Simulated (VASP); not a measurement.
# MnO in VASP: notebook

Runs on MnO. Level: PBE. Tasks: electric field gradients.

Program: VASP 6.6.1. These are calculated values, not measurements. Logs are shortened: lines on timing, memory, paths and dates and some standing lists are left out, and cuts for length are marked.

### 1 The cell of the first run

Symmetry: Fm-3m, No. 225, cubic system. Conventional cell: a = 4.444 Å, b = 4.444 Å, c = 4.444 Å, α = 90.00°, β = 90.00°, γ = 90.00°. Within 2.9 Å of Mn (site symmetry m-3m) lie 6 O at 2.22 Å. Within 2.9 Å of O (site symmetry m-3m) lie 6 Mn at 2.22 Å.

### 2 Electric field gradients, PBE, collinear spin, ferromagnetic start

Contents of INCAR:

```
SYSTEM = MnO
ALGO = Normal
EDIFF = 1E-8
ENCUT = 520
GGA = PE
ISIF = 2
ISMEAR = -1
ISPIN = 2
LASPH = .TRUE.
LCHARG = .FALSE.
LEFG = .TRUE.
LMAXMIX = 4
LORBIT = 11
LREAL = .FALSE.
LWAVE = .FALSE.
MAGMOM = 4 0
NBANDS = 20
NELM = 150
PREC = Accurate
SIGMA = 0.05
```

Contents of KPOINTS:

```
k-points
0
G
  16 16 16
  0 0 0
```

Contents of POSCAR:

```
MnO
1.0
    0.0000000000      2.2220000000      2.2220000000
    2.2220000000      0.0000000000      2.2220000000
    2.2220000000      2.2220000000      0.0000000000
Mn O
1 1
Direct
    0.0000000000      0.0000000000      0.0000000000
    0.5000000000      0.5000000000      0.5000000000
```

Potentials or basis: VASP PAW PBE potentials, release 64 (Mn_pv, O).

On the command line:

```sh
$ cat potpaw_PBE.64/Mn_pv/POTCAR potpaw_PBE.64/O/POTCAR > POTCAR
$ mpirun -np 1 vasp_std > vasp.out
```

OUTCAR:

```text
SYSTEM = MnO
   EDIFF = 1E-8
   ENCUT = 520
   GGA = PE
   ISIF = 2
   ISMEAR = -1
   ISPIN = 2
   LASPH = .TRUE.
   LORBIT = 11
   LREAL = .FALSE.
   NELM = 150
   PREC = Accurate

 ion  position               nearest neighbor table
   1  0.000  0.000  0.000-   2 2.22   2 2.22   2 2.22   2 2.22   2 2.22   2 2.22
   2  0.500  0.500  0.500-   1 2.22   1 2.22   1 2.22   1 2.22   1 2.22   1 2.22

  LATTYP: Found a face centered cubic cell.
 ALAT       =     4.4440000000

  Lattice vectors:

 A1 = (   0.0000000000,   2.2220000000,   2.2220000000)
 A2 = (   2.2220000000,   0.0000000000,   2.2220000000)
 A3 = (   2.2220000000,   2.2220000000,   0.0000000000)

Analysis of symmetry for initial positions (statically):
=====================================================================
 Subroutine PRICEL returns:
 Original cell was already a primitive cell.

 Routine SETGRP: Setting up the symmetry group for a
 face centered cubic supercell.

 Subroutine GETGRP returns: Found 48 space group operations
 (whereof 48 operations were pure point group operations)
 out of a pool of 48 trial point group operations.

The static configuration has the point symmetry O_h .

Analysis of symmetry for dynamics (positions and initial velocities):
=====================================================================
 Subroutine PRICEL returns:
 Original cell was already a primitive cell.

 Routine SETGRP: Setting up the symmetry group for a
 face centered cubic supercell.

 Subroutine GETGRP returns: Found 48 space group operations
 (whereof 48 operations were pure point group operations)
 out of a pool of 48 trial point group operations.

The dynamic configuration has the point symmetry O_h .

Analysis of structural, dynamic, and magnetic symmetry:
=====================================================================
 Subroutine PRICEL returns:
 Original cell was already a primitive cell.

 Routine SETGRP: Setting up the symmetry group for a
 face centered cubic supercell.

 Subroutine GETGRP returns: Found 48 space group operations
 (whereof 48 operations were pure point group operations)
 out of a pool of 48 trial point group operations.

[... 163 lines left out ...]
      6       3.8003      1.00000
[... 541 lines left out ...]
     19      27.3775      0.00000
     20      28.6912      0.00000

 [... further k-points ...]

 spin component 2

 k-point     1 :       0.0000    0.0000    0.0000
  band No.  band energies     occupation
      1     -38.1607      1.00000
      2     -38.1606      1.00000
      3     -38.1606      1.00000
      4     -12.2881      1.00000
      5       4.1842      1.00000
      6       4.1842      1.00000
[... 541 lines left out ...]
     19      29.3217      0.00000
     20      30.8274      0.00000

 [... further k-points ...]

------------------------ aborting loop because EDIFF is reached ----------------------------------------

  FORCE on cell =-STRESS in cart. coord.  units (eV):
  Direction    XX          YY          ZZ          XY          YZ          ZX
  --------------------------------------------------------------------------------------
  -------------------------------------------------------------------------------------
  Total        0.0108086      0.0108086      0.0108086      0.0000000      0.0000000     -0.0000000
  in kB        0.7892571      0.7892571      0.7892571      0.0000000      0.0000000     -0.0000000
  external PRESSURE =       0.7892571 kB  Pullay stress =       0.0000000 kB

 VOLUME and BASIS-vectors are now :
 -----------------------------------------------------------------------------
  energy-cutoff  :      520.00
  volume of cell :       21.94
      direct lattice vectors                 reciprocal lattice vectors
     0.000000000  2.222000000  2.222000000    -0.225022502  0.225022502  0.225022502
     2.222000000  0.000000000  2.222000000     0.225022502 -0.225022502  0.225022502
     2.222000000  2.222000000  0.000000000     0.225022502  0.225022502 -0.225022502

 POSITION                                       TOTAL-FORCE (eV/Angst)
 -----------------------------------------------------------------------------------
      0.00000      0.00000      0.00000         0.000000      0.000000     -0.000000
      2.22200      2.22200      2.22200         0.000000     -0.000000      0.000000
 -----------------------------------------------------------------------------------
    total drift:                                0.000000     -0.000000     -0.000000

  FREE ENERGIE OF THE ION-ELECTRON SYSTEM (eV)
  ---------------------------------------------------
  free  energy   TOTEN  =       -16.4062871649 eV

  energy  without entropy=      -16.3984079104  energy(sigma->0) =      -16.40234754

 Electric field gradients (V/A^2)
---------------------------------------------------------------------
 ion       V_xx      V_yy      V_zz      V_xy      V_xz      V_yz
---------------------------------------------------------------------
   1      -0.000    -0.000     0.000     0.004     0.004     0.004
   2       0.000     0.000     0.000     0.000     0.000     0.000
---------------------------------------------------------------------

 Electric field gradients after diagonalization (V/A^2)
 (convention: |V_zz| > |V_xx| > |V_yy|)
----------------------------------------------------------------------
 ion       V_xx      V_yy      V_zz     asymmetry (V_yy - V_xx)/ V_zz
----------------------------------------------------------------------
   1      -0.004    -0.004     0.007       0.000
   2      -0.000    -0.000     0.000       0.000
----------------------------------------------------------------------

           NMR quadrupolar parameters

 Cq : quadrupolar parameter    Cq=e*Q*V_zz/h
 eta: asymmetry parameters     (V_yy - V_xx)/ V_zz
 Q  : nuclear electric quadrupole moment in mb (millibarn)
----------------------------------------------------------------------
 ion       Cq(MHz)       eta       Q (mb)
----------------------------------------------------------------------
   1       0.000       0.000       1.000
   2       0.000       0.000       1.000
----------------------------------------------------------------------

 total charge

# of ion       s       p       d       tot
------------------------------------------
    1        0.203   6.176   4.976  11.355
    2        1.561   3.415   0.000   4.976
--------------------------------------------------
tot          1.764   9.591   4.976  16.331

 magnetization (x)

# of ion       s       p       d       tot
------------------------------------------
    1        0.034   0.026   4.265   4.325
    2        0.030   0.170   0.000   0.201
--------------------------------------------------
tot          0.065   0.196   4.265   4.526
```

OSZICAR:

```text
N       E                     dE             d eps       ncg     rms          rms(c)
DAV:   1     0.169875637160E+03    0.16988E+03   -0.10387E+04 11648   0.112E+03
DAV:   2    -0.102636240278E+02   -0.18014E+03   -0.16773E+03 11836   0.328E+02
DAV:   3    -0.186607874571E+02   -0.83972E+01   -0.82921E+01 13084   0.762E+01
DAV:   4    -0.187226400452E+02   -0.61853E-01   -0.61839E-01 13244   0.674E+00
DAV:   5    -0.187231905433E+02   -0.55050E-03   -0.55049E-03 12988   0.638E-01    0.138E+01
DAV:   6    -0.167248381364E+02    0.19984E+01   -0.98306E+00 15828   0.344E+01    0.133E+01
DAV:   7    -0.164181720950E+02    0.30667E+00   -0.12790E+00 13320   0.162E+01    0.786E+00
DAV:   8    -0.164174893249E+02    0.68277E-03   -0.11802E-01 12820   0.254E+00    0.470E+00
DAV:   9    -0.164036607418E+02    0.13829E-01   -0.38351E-02 12220   0.209E+00    0.117E+00
DAV:  10    -0.164058879157E+02   -0.22272E-02   -0.70247E-03 12660   0.971E-01    0.236E-01
DAV:  11    -0.164062087683E+02   -0.32085E-03   -0.10813E-03 13296   0.305E-01    0.108E-01
DAV:  12    -0.164062700339E+02   -0.61266E-04   -0.50721E-05 12868   0.897E-02    0.322E-02
DAV:  13    -0.164062794940E+02   -0.94601E-05   -0.92475E-06 13244   0.269E-02    0.319E-02
DAV:  14    -0.164062872325E+02   -0.77385E-05   -0.57402E-06 12760   0.194E-02    0.669E-03
DAV:  15    -0.164062872025E+02    0.29981E-07   -0.29447E-07 13360   0.495E-03    0.242E-03
DAV:  16    -0.164062871713E+02    0.31174E-07   -0.47052E-08 12900   0.172E-03    0.170E-03
DAV:  17    -0.164062871649E+02    0.64279E-08   -0.20199E-08 12364   0.142E-03
   1 F= -.16406287E+02 E0= -.16402348E+02  d E =-.787925E-02  mag=     4.7621
```

stdout:

```text
POSCAR found type information on POSCAR MnO
 POSCAR found :  2 types and       2 ions
 scaLAPACK will be used
 LDA part: xc-table for (Slater+PW92), standard interpolation
 POSCAR, INCAR and KPOINTS ok, starting setup
 FFT: planning ... GRIDC
 FFT: planning ... GRID_SOFT
 FFT: planning ... GRID
 WAVECAR not read
 entering main loop
ion   1

ion   2
```

Wall time 3.1 min (1 thread of Intel Xeon 8259CL, shared host); peak memory 0.22 GiB.

Results:

- Free energy: -16.4063 eV
- Pressure: 0.1 GPa
- Net moment: 4.76 μB per cell
- Site moments: Mn +4.33; O +0.20 μB
- Largest electric field gradient by atom: under 0.05 V/Å² on every atom
- Valence electrons inside the program's atomic spheres: Mn 11.36; O 4.98

Levels at points of the mesh, in eV from the Fermi level:
Spin up:
| k point | band 8 | band 9 | band 10 | band 11 | band 12 | band 13 | band 14 | band 15 | band 16 | band 17 |
| --- | --- | --- | --- | --- | --- | --- | --- | --- | --- | --- |
| (0.00, 0.00, 0.00) | -3.23 | -3.23 | -3.23 | -2.70 | -2.70 | -0.52 | 13.97 | 16.34 | 16.34 | 16.34 |
| (0.50, 0.00, 0.00) | -2.33 | -2.33 | -1.89 | 0.20 | 0.20 | 3.48 | 7.74 | 11.88 | 11.88 | 18.48 |
| (0.50, 0.50, 0.00) | -4.23 | -2.27 | -2.06 | -2.06 | -1.93 | 5.02 | 7.82 | 10.41 | 13.66 | 13.66 |
Spin down:
| k point | band 5 | band 6 | band 7 | band 8 | band 9 | band 10 |
| --- | --- | --- | --- | --- | --- | --- |
| (0.00, 0.00, 0.00) | -3.38 | -3.38 | -3.38 | 0.73 | 0.73 | 0.73 |
| (0.50, 0.00, 0.00) | -7.39 | -4.87 | -4.87 | 1.91 | 1.95 | 1.95 |
| (0.50, 0.50, 0.00) | -6.44 | -4.35 | -4.35 | -0.85 | 1.94 | 2.14 |

Caveat: a cell with one magnetic atom can't hold antiferromagnetic order, which such compounds often take; semilocal functionals often make such compounds metallic where correlation or magnetic order opens a gap, which also shifts bond lengths. With open d or f shells a metallic result of PBE can be an artefact of self-interaction; +U or a hybrid may open a gap.

[end of part 1 of 2]
